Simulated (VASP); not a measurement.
Here is a VASP 6.6.1 calculation.

File INCAR:

```
  PREC = Accurate
  ENCUT = 520
  EDIFF = 1E-6
  ISMEAR = 0
  SIGMA = 0.024
  LREAL = F
  LASPH = T
  NELM = 60
  ALGO = Normal
  ISIF = 2
  LWAVE = F
  LCHARG = F
  GGA = PE
  NBANDS = 16
```

Contents of KPOINTS:

```
Automatic mesh
0
Gamma
  10 10 10
```

POSCAR

```
WC
1.0
    0.0000000000      2.1926840000      2.1926840000
    2.1926840000      0.0000000000      2.1926840000
    2.1926840000      2.1926840000      0.0000000000
W C
1 1
Direct
    0.0000000000      0.0000000000      0.0000000000
    0.5000000000      0.5000000000      0.5000000000
```

Potentials or basis: VASP PAW PBE potentials, release 64 (W_sv, C).

Command:

```sh
$ cat potpaw_PBE.64/W_sv/POTCAR potpaw_PBE.64/C/POTCAR > POTCAR
$ mpirun -np 1 vasp_std > vasp.out
```

Estimate the band gap on the k mesh.

zero (band 9 reaches 13.45 eV, above the bottom of band 10 at 10.27 eV).

Estimate the pressure.

-0.6 GPa.

Caveat: spin-orbit coupling is left out, which moves the levels of the heavy elements.
